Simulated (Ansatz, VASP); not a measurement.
# Two plane-wave programs on Hg

```
Hg
1.0
     4.54000    0.00000    0.00000
    -2.27000    3.93176    0.00000
     0.00000    0.00000    3.87000
Hg
3
Direct
  0.34859 0.69187 0.52893
  0.00000 0.00000 0.00000
  0.66667 0.33333 0.50000
```

Alike in both runs: task single point; functional PBE; k mesh 9 × 9 × 10; occupations gaussian, width 0.05 eV; no spin polarisation.

|  | VASP | Ansatz |
| --- | --- | --- |
| version | VASP 6.6.1 | Ansatz 0.2.0 |
| potentials or method | VASP PAW PBE potentials, release 64 (Hg), cutoff 520 eV | scalar-relativistic, plane waves, PAW |
| valence electrons in the cell | 36 | 60 |

```csv
,VASP,Ansatz,Ansatz less VASP
gap on the k mesh at the Fermi level (eV),none,none,-
pressure (GPa),14.5,13.7,-0.81
"traceless stress, the component that is largest in VASP (GPa)",-10.01,-9.42,+0.593
rms of the force components (eV/Å),0.655,0.616,-0.0394
```

Atom by atom the forces differ by 0.040 eV/Å (rms over components). A gap of «none» marks a metal or a gap that the smearing closes. The functional is the same, so the differences come from potentials, cutoffs and numerics. VASP's potentials hold 36 valence electrons a cell and Ansatz's 60, so a difference there can come from the potentials and not from the codes.

Spin-orbit coupling is off throughout.
